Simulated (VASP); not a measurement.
# Ti3C in VASP: notebook

Runs on Ti3C. Level: PBE. Tasks: relaxation of the atoms.

All numbers are computed with VASP 6.6.1; they aren't measurements. Logs are shortened: lines on timing, memory, paths and dates and some standing lists are left out, and cuts for length are marked.

## Step 1: The cell of the first run

The cell holds a slab with vacuum, 4 atoms: a = 2.908 Å, b = 2.908 Å, c = 19.994 Å, α = 90.00°, β = 90.00°, γ = 120.00°.

## Step 2: Relaxation of the atoms, PBE

File INCAR:

```
ALGO = Normal ; DIPOL = 0.5 0.5 0.355
EDIFF = 1E-7 ; EDIFFG = -0.025
ENCUT = 520 ; GGA = PE
GGA_COMPAT = F ; IBRION = 2
IDIPOL = 3 ; ISIF = 2
ISMEAR = 0 ; LASPH = T
LCHARG = F ; LDIPOL = T
LREAL = F ; LWAVE = F
NELM = 120 ; NELMDL = -8
NELMIN = 4 ; NSW = 36
PREC = Accurate ; SIGMA = 0.1
```

File KPOINTS:

```
k-points
0
Gamma
  9 9 1
```

File POSCAR:

```
Ti3C
1.0
    2.9075446924      0.0000000000      0.0000000000
   -1.4537723462      2.5180075663      0.0000000000
    0.0000000000      0.0000000000     19.9935258682
Ti C
3 1
Selective dynamics
Direct
    0.6666666667      0.3333333333      0.2000647623  F F F
    0.3333333333      0.6666666667      0.3124429313  F F F
    0.0000000000      0.0000000000      0.4248138084  F F F
    0.3333333333      0.6666666667      0.4828325895  F F T
```

Potentials or basis: VASP PAW PBE potentials, release 64 (Ti_sv, C).

On the command line:

```sh
$ cat potpaw_PBE.64/Ti_sv/POTCAR potpaw_PBE.64/C/POTCAR > POTCAR
$ mpirun -np 1 vasp_std > vasp.out
```

OUTCAR:

```text
EDIFF = 1E-7
   EDIFFG = -0.025
   ENCUT = 520
   GGA = PE
   IBRION = 2
   ISIF = 2
   ISMEAR = 0
   LASPH = T
   LREAL = F
   NELM = 120
   NELMDL = -8
   NELMIN = 4
   NSW = 36
   PREC = Accurate

 ion  position               nearest neighbor table
   1  0.667  0.333  0.200-   2 2.80   2 2.80   2 2.80
   2  0.333  0.667  0.312-   3 2.80   3 2.80   3 2.80   1 2.80   1 2.80   1 2.80
   3  0.000  0.000  0.425-   4 2.04   4 2.04   4 2.04   2 2.80   2 2.80   2 2.80
   4  0.333  0.667  0.483-   3 2.04   3 2.04   3 2.04

  LATTYP: Found a hexagonal cell.
 ALAT       =     2.9075446924
 C/A-ratio  =     6.8764294219

  Lattice vectors:

 A1 = (   2.9075446924,   0.0000000000,   0.0000000000)
 A2 = (  -1.4537723462,   2.5180075663,   0.0000000000)
 A3 = (   0.0000000000,   0.0000000000,  19.9935258682)

Analysis of symmetry for initial positions (statically):
=====================================================================
 Subroutine PRICEL returns:
 Original cell was already a primitive cell.

 Routine SETGRP: Setting up the symmetry group for a
 hexagonal supercell.

 Subroutine GETGRP returns: Found  6 space group operations
 (whereof  6 operations were pure point group operations)
 out of a pool of 24 trial point group operations.

The static configuration has the point symmetry C_3v.

Analysis of symmetry for dynamics (positions and initial velocities):
=====================================================================
 Subroutine PRICEL returns:
 Original cell was already a primitive cell.

 Routine SETGRP: Setting up the symmetry group for a
 hexagonal supercell.

 Subroutine GETGRP returns: Found  6 space group operations
 (whereof  6 operations were pure point group operations)
 out of a pool of 24 trial point group operations.

The dynamic configuration has the point symmetry C_3v.

Analysis of constrained symmetry for selective dynamics:
=====================================================================
 Subroutine PRICEL returns:
 Original cell was already a primitive cell.

 Routine SETGRP: Setting up the symmetry group for a
 hexagonal supercell.

 Subroutine GETGRP returns: Found  6 space group operations
 (whereof  6 operations were pure point group operations)
 out of a pool of 24 trial point group operations.

The constrained configuration has the point symmetry C_3v.

 Subroutine INISYM returns: Found  6 space group operations
 (whereof  6 operations are pure point group operations),
 and found     1 'primitive' translations

----------------------------------------------------------------------------------------

                                     Primitive cell

  volume of cell :     146.3770

  direct lattice vectors                    reciprocal lattice vectors
     2.907544692  0.000000000  0.000000000     0.343932804  0.198569697  0.000000000
    -1.453772346  2.518007566  0.000000000     0.000000000  0.397139394  0.000000000
     0.000000000  0.000000000 19.993525868     0.000000000  0.000000000  0.050016191

  length of vectors
     2.907544692  2.907544692 19.993525868     0.397139394  0.397139394  0.050016191

  position of ions in fractional coordinates (direct lattice)
     0.666666667  0.333333333  0.200064762
     0.333333333  0.666666667  0.312442931
     0.000000000  0.000000000  0.424813808
     0.333333333  0.666666667  0.482832589

  ion indices of the primitive-cell ions
   primitive index   ion index
                 1           1
                 2           2
                 3           3
                 4           4

----------------------------------------------------------------------------------------

 KPOINTS: k-points

Automatic generation of k-mesh.
 Grid dimensions read from file:
 generate k-points for:    9    9    1

 Generating k-lattice:

  Cartesian coordinates                     Fractional coordinates (reciprocal lattice)
     0.038214756  0.022063300  0.000000000     0.111111111  0.000000000  0.000000000
     0.000000000  0.044126599  0.000000000     0.000000000  0.111111111  0.000000000
     0.000000000  0.000000000  0.050016191     0.000000000  0.000000000  1.000000000

  Length of vectors
     0.044126599  0.044126599  0.050016191

  Shift w.r.t. Gamma in fractional coordinates (k-lattice)
     0.000000000  0.000000000  0.000000000

 Subroutine IBZKPT returns following result:
 ===========================================

 Found     12 irreducible k-points:

 Following reciprocal coordinates:
            Coordinates               Weight
  0.000000  0.000000  0.000000      1.000000
  0.111111 -0.000000  0.000000      6.000000
  0.222222  0.000000  0.000000      6.000000
  0.333333  0.000000  0.000000      6.000000
  0.444444  0.000000  0.000000      6.000000
  0.111111  0.111111  0.000000      6.000000
  0.222222  0.111111  0.000000     12.000000
  0.333333  0.111111  0.000000     12.000000
  0.444444  0.111111  0.000000      6.000000
  0.222222  0.222222  0.000000      6.000000
  0.333333  0.222222  0.000000     12.000000
  0.333333  0.333333  0.000000      2.000000
   k-points           NKPTS =     12   k-points in BZ     NKDIM =     12   number of bands    NBANDS=     24
   number of dos      NEDOS =    301   number of ions     NIONS =      4
   total plane-waves  NPLWV =  86400
   dimension x,y,z NGX =    24 NGY =   24 NGZ =  150
   dimension x,y,z NGXF=    48 NGYF=   48 NGZF=  300
   ions per type =               3   1
   NGX,Y,Z   is equivalent  to a cutoff of  13.72, 13.72, 12.47 a.u.
   NGXF,Y,Z  is equivalent  to a cutoff of  27.45, 27.45, 24.94 a.u.
 SYSTEM =  unknown system
   PREC   = accura    normal or accurate (medium, high low for compatibility)
   ISTART =      0    job   : 0-new  1-cont  2-samecut
   ICHARG =      2    charge: 1-file 2-atom 10-const
   ISPIN  =      1    spin polarized calculation?
   LNONCOLLINEAR =      F non collinear calculations
   LSORBIT =      F    spin-orbit coupling
   LASPH  =      T    aspherical Exc in radial PAW
   ENCUT  =  520.0 eV  38.22 Ry    6.18 a.u.   5.41  5.41 37.17*2*pi/ulx,y,z
   NELM   =    120;   NELMIN=  4; NELMDL= -8     # of ELM steps
   EDIFF  = 0.1E-06   stopping-criterion for ELM
   LREAL  =      F    real-space projection
   EDIFFG = -.3E-01   stopping-criterion for IOM
   NSW    =     36    number of steps for IOM
   IBRION =      2    ionic relax: 0-MD 1-quasi-New 2-CG
   NFREE  =      1    steps in history (QN), initial steepest desc. (CG)
   ISIF   =      2    stress and relaxation
   ISYM   =      2    0-nonsym 1-usesym 2-fastsym
   POTIM  = 0.5000    time-step for ionic-motion
   TEBEG  =    0.0;   TEEND  =   0.0 temperature during run
   PSTRESS=    0.0 pullay stress
   NELECT =      40.0000    total number of electrons
   NUPDOWN=      -1.0000    fix difference up-down
   EMIN   =  10.00;   EMAX   =-10.00  energy-range for DOS
   EFERMI =   0.00;   METHOD = LEGACY
   ISMEAR =     0;   SIGMA  =   0.10  broadening in eV -4-tet -1-fermi 0-gaus
   EFERMI_NEDOS =   21; number of points for ismear=-14 and -15
   IALGO  =     38    algorithm
   IMIX   =      4    mixing-type and parameters
     AMIX     =   0.40;   BMIX     =  1.00
     AMIX_MAG =   1.60;   BMIX_MAG =  1.00
  volume/ion in A,a.u.               =      36.59       246.95
  Fermi-wavevector in a.u.,A,eV,Ry     =   1.062357  2.007564 15.355573  1.128603
  Thomas-Fermi vector in A             =   2.197805
   LORBIT       =      0    0 simple, 1 ext, 2 COOP (PROOUT), +10 PAW based schemes
   GGA     = PE    functional components
   LHFCALC =     F    Hartree Fock is set to
   AEXX    =    0.0000 exact exchange contribution
   IVDW    =     0    specifies the selected vdW correction
   LEPSILON=     F    determine dielectric tensor
   LRPA    =     F    only Hartree local field effects (RPA)
 conjugate gradient relaxation of ions
 non-spin polarized calculation
 Gauss-broadening in eV      SIGMA  =   0.10
  energy-cutoff  :      520.00
  volume of cell :      146.38
 maximum number of plane-waves:      4011
 NGX is ok and might be reduce to    24
   NGX = 11   NGY = 11   NGZ = 75

--------------------------------------- Ionic step        1  -------------------------------------------

 number of electron      39.9999994 magnetization

 Free energy of the ion-electron system (eV)
  ---------------------------------------------------
  ext. energy  EPLUGINS =         0.00000000
  ---------------------------------------------------
  free energy    TOTEN  =       -28.90341210 eV

  energy without entropy =      -28.86586999  energy(sigma->0) =      -28.88464105

------------------------ aborting loop because EDIFF is reached ----------------------------------------

  FORCE on cell =-STRESS in cart. coord.  units (eV):
  Direction    XX          YY          ZZ          XY          YZ          ZX
  --------------------------------------------------------------------------------------
  -------------------------------------------------------------------------------------
  Total        3.3269899      3.3269899     -1.0847792      0.0000000      0.0000000      0.0000000
  in kB       36.4157484     36.4157484    -11.8735099      0.0000000      0.0000000      0.0000000
  external PRESSURE =      20.3193290 kB  Pullay stress =       0.0000000 kB
[... 137 lines left out ...]
  energy  without entropy=      -29.2174147049  energy(sigma->0) =      -29.22614133

--------------------------------------- Ionic step        5  -------------------------------------------

 number of electron      39.9999994 magnetization

 dipolmoment           0.000000      0.000000      0.078813 electrons x Angstroem

 Free energy of the ion-electron system (eV)
  ---------------------------------------------------
  ext. energy  EPLUGINS =         0.00000000
  ---------------------------------------------------
  free energy    TOTEN  =       -29.23490294 eV

  energy without entropy =      -29.21723667  energy(sigma->0) =      -29.22606981

 E-fermi :  -0.2559     XC(G=0):  -5.3200

 val. band max:       -0.3592110832   @ k =   0.1111   0.1111   0.0000
 cond. band min:      -0.2475508330   @ k =   0.3333   0.1111   0.0000
 fundamental gap:      0.1116602503
 Fermi energy:        -0.2558764439

 k-point     1 :       0.0000    0.0000    0.0000
  band No.  band energies     occupation
      1     -57.0616      2.00000
      2     -56.8215      2.00000
      3     -55.7053      2.00000
      4     -33.4920      2.00000
      5     -33.0426      2.00000
      6     -33.0133      2.00000
[... 313 lines left out ...]
     23       0.1242      0.00000
     24       1.9248      0.00000

------------------------ aborting loop because EDIFF is reached ----------------------------------------

 vacuum level on the upper side and lower side of the slab       (xc-potential included)         0.843        -1.124

  FORCE on cell =-STRESS in cart. coord.  units (eV):
  Direction    XX          YY          ZZ          XY          YZ          ZX
  --------------------------------------------------------------------------------------
  -------------------------------------------------------------------------------------
  Total        7.2925449      7.2925449      1.7479505      0.0000000      0.0000000      0.0000000
  in kB       79.8209466     79.8209466     19.1322876      0.0000000      0.0000000      0.0000000
  external PRESSURE =      59.5913936 kB  Pullay stress =       0.0000000 kB

 VOLUME and BASIS-vectors are now :
 -----------------------------------------------------------------------------
  energy-cutoff  :      520.00
  volume of cell :      146.38
      direct lattice vectors                 reciprocal lattice vectors
     2.907544692  0.000000000  0.000000000     0.343932804  0.198569697  0.000000000
    -1.453772346  2.518007566  0.000000000     0.000000000  0.397139394  0.000000000
     0.000000000  0.000000000 19.993525868     0.000000000  0.000000000  0.050016191
[... 10 lines left out ...]
  FREE ENERGIE OF THE ION-ELECTRON SYSTEM (eV)
  ---------------------------------------------------
  free  energy   TOTEN  =       -29.2349029404 eV

  energy  without entropy=      -29.2172366750  energy(sigma->0) =      -29.22606981

 reached required accuracy - stopping structural energy minimisation

 vacuum level on the upper side and lower side of the slab         6.167         4.143
```

It took 3.7 min on 1 thread of AMD EPYC 9R45 (Zen 5), shared host; peak memory 0.27 GiB.

What came out:

```yaml
Free_energy: -29.2349 eV
Energy_gained_by_relaxing: 82.9 meV/atom
Ionic_steps: 5
Band_gap_on_the_k_mesh: zero (bands 20 and 21 overlap by 0.75 eV)
```

The path:
```tsv
step	energy change (eV)	largest force on free atoms (eV/Å)	pressure (GPa)
1	0.0000	2.1665	2.03
2	-0.1977	1.5306	3.37
3	-0.3245	0.3664	5.37
4	-0.3315	0.0336	6.05
5	-0.3315	0.0206	5.96
```

Final structure:
```
Ti C
1.0
     2.90754    0.00000    0.00000
    -1.45377    2.51801    0.00000
     0.00000    0.00000   19.99353
Ti C
3 1
Cartesian
  1.4538 0.8393 4.0000
  0.0000 1.6787 6.2468
  0.0000 0.0000 8.4935
  0.0000 1.6787 9.3819
```

Levels at points of the mesh, in eV from the Fermi level:
| k point | band 17 | band 18 | band 19 | band 20 | band 21 | band 22 | band 23 | band 24 |
| --- | --- | --- | --- | --- | --- | --- | --- | --- |
| (0.00, 0.00, 0.00) | -1.37 | -1.37 | -0.11 | 0.58 | 0.79 | 0.84 | 0.84 | 0.96 |

(Continued in part 2 of 2.)
